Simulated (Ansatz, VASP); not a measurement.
Two plane-wave programs on SnSe

The input POSCAR:

```
SnSe
1.0
    0.0000000000      3.0100000000      2.9799000000
    3.0100000000      0.0000000000      2.9799000000
    3.0100000000      3.0100000000      0.0000000000
Sn Se
1 1
Direct
    0.0000000000      0.0000000000      0.0000000000
    0.5000000000      0.5000000000      0.5000000000
```

The input INCAR.step1:

```
  PREC = Accurate
  ENCUT = 520
  ISMEAR = 0
  SIGMA = 0.05
  LREAL = F
  LASPH = T
  NELM = 60
  NBANDS = 17
  GGA = PE
  ALGO = Normal
  EDIFF = 1E-4
  LWAVE = T
  LCHARG = F
```

The input INCAR.step2:

```
  PREC = Accurate
  ENCUT = 520
  EDIFF = 1E-6
  ISMEAR = 0
  SIGMA = 0.05
  LREAL = F
  LASPH = T
  NELM = 60
  ALGO = Normal
  ISIF = 2
  LWAVE = F
  LCHARG = F
  METAGGA = R2SCAN
  LMIXTAU = T
  NBANDS = 17
  ISTART = 1
```

KPOINTS

```
Automatic mesh
0
Gamma
  10 10 10
```

Input for Ansatz:

```yaml
crystal:
  lattice:
    - [0.0, 3.01, 2.9799]
    - [3.01, 0.0, 2.9799]
    - [3.01, 3.01, 0.0]
  atoms:
    - { symbol: Sn, position: [0.0, 0.0, 0.0] }
    - { symbol: Se, position: [0.5, 0.5, 0.5] }
basis:
  ecutwfc: 500
kpoints:
  mp_grid: { grid: [10, 10, 10] }
hamiltonian:
  xc: r2scan
scf:
  occupations: { method: gaussian, width: 0.05 }
output:
  forces: true
  stress: true
  eigenvalues: true
```

Change from the starting cell: strain -0.0100 x Voigt [0, 0, 1, 0, 0, 0], atoms carried along.

Alike in both runs: task single point; functional r2SCAN; k mesh 10 × 10 × 10; occupations gaussian, width 0.05 eV; no spin polarisation.

|  | VASP | Ansatz |
| --- | --- | --- |
| version | VASP 6.6.1 | Ansatz 0.2.0 |
| potentials or method | VASP PAW PBE potentials, release 64 (Sn_d, Se), cutoff 520 eV | scalar-relativistic, plane waves, PAW |
| valence electrons in the cell | 20 | 30 |

```csv
,VASP,Ansatz,Ansatz less VASP
gap on the k mesh at the Fermi level (eV),0.48,0.48,0.000
least direct gap on the mesh (eV),0.50,0.50,0.000
pressure (GPa),0.5,0.5,-0.01
"traceless stress, the component that is largest in VASP (GPa)",0.88,0.88,-0.002
```

VASP's potentials were made for PBE, not for r2SCAN. VASP's potentials hold 20 valence electrons a cell and Ansatz's 30, so a difference there can come from the potentials and not from the codes.
